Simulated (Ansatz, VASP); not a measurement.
**BeN: VASP beside Ansatz**

```
Be N
1.0
     3.49825    0.00000    0.00000
    -1.74913    3.02958    0.00000
     0.00000    0.00000    6.90865
Be N
4 4
Direct
  0.33333 0.66667 0.26268
  0.66667 0.33333 0.26268
  0.66667 0.33333 0.73732
  0.33333 0.66667 0.73732
  0.33333 0.66667 0.50000
  0.66667 0.33333 0.50000
  0.33333 0.66667 0.00000
  0.66667 0.33333 0.00000
```

Alike in both runs: task relaxation of cell and atoms; functional PBE; k mesh 6 × 6 × 4; occupations gaussian, width 0.1 eV; no spin polarisation.

```csv
,VASP,Ansatz
version,VASP 6.6.1,Ansatz 0.2.0
potentials or method,"VASP PAW PBE potentials, release 64 (Be, N_h), cutoff 910 eV","scalar-relativistic, plane waves, PAW"
valence electrons in the cell,28,28
```

VASP gave:

| Quantity | Value |
| --- | --- |
| gap on the k mesh at the Fermi level, each at its own relaxed structure (eV) | none |
| relaxed volume (Å³/atom) | 12.31 |
| relaxed cell length with the largest relative difference (Å) | 4.342 |

Task: Which values does Ansatz return?

Result: gap on the k mesh at the Fermi level, each at its own relaxed structure (eV): none; relaxed volume (Å³/atom): 14.40; relaxed cell length with the largest relative difference (Å): 4.689.

A gap of «none» marks a metal or a gap that the smearing closes. One of these differences is far larger than is usual between the two programs; its cause wasn't traced.

Noted on VASP's run: the cutoff is short for stress, so the pressure is rough; the volume moved by over 15 % at a fixed basis, so the end points are rough.
